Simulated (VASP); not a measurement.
A run of VASP 6.6.1 is set up as follows.

File INCAR:

```
SYSTEM = Zr3Ag
PREC     = Accurate       ! precision mode
ENCUT    = 520            ! plane-wave cutoff, eV
EDIFF    = 1E-6           ! SCF threshold, eV
ISMEAR   = -1             ! smearing method
SIGMA    = 0.05           ! smearing width, eV
LREAL    = .FALSE.        ! projectors in reciprocal space
LASPH    = .TRUE.         ! aspherical terms in the spheres
NELM     = 80             ! most SCF steps
ALGO     = Normal         ! electronic algorithm
ISIF     = 2              ! what is computed and relaxed
LWAVE    = .FALSE.        ! write WAVECAR
LCHARG   = .FALSE.        ! write CHGCAR
GGA      = CA             ! functional
NBANDS   = 32             ! bands
```

The input KPOINTS:

```
regular mesh
0
G
  7 7 8
  0 0 0
```

The input POSCAR:

```
Zr3Ag
1.0
    4.5203400000      0.0000000000      0.0000000000
    0.0000000000      4.5203400000      0.0000000000
    0.0000000000      0.0000000000      3.9860000000
Zr Ag
3 1
Direct
    0.5000000000      0.5000000000      0.0000000000
    0.0000000000      0.5000000000      0.5000000000
    0.5000000000      0.0000000000      0.5000000000
    0.0000000000      0.0000000000      0.0000000000
```

Potentials or basis: VASP PAW LDA potentials, release 64 (Zr_sv, Ag).

Command:

```bash
$ cat potpaw_LDA.64/Zr_sv/POTCAR potpaw_LDA.64/Ag/POTCAR > POTCAR
$ mpirun -np 1 vasp_std > vasp.out
```

**Question.** What does it give for the pressure?

**Answer.** -2.8 GPa.

Stress tensor (GPa, compression positive):
```
-3.73  0.00  0.00
 0.00 -3.73  0.00
 0.00  0.00 -1.04
```

Caveat: the cell differs from its parent crystal (equal xx and yy strain of -1 %).
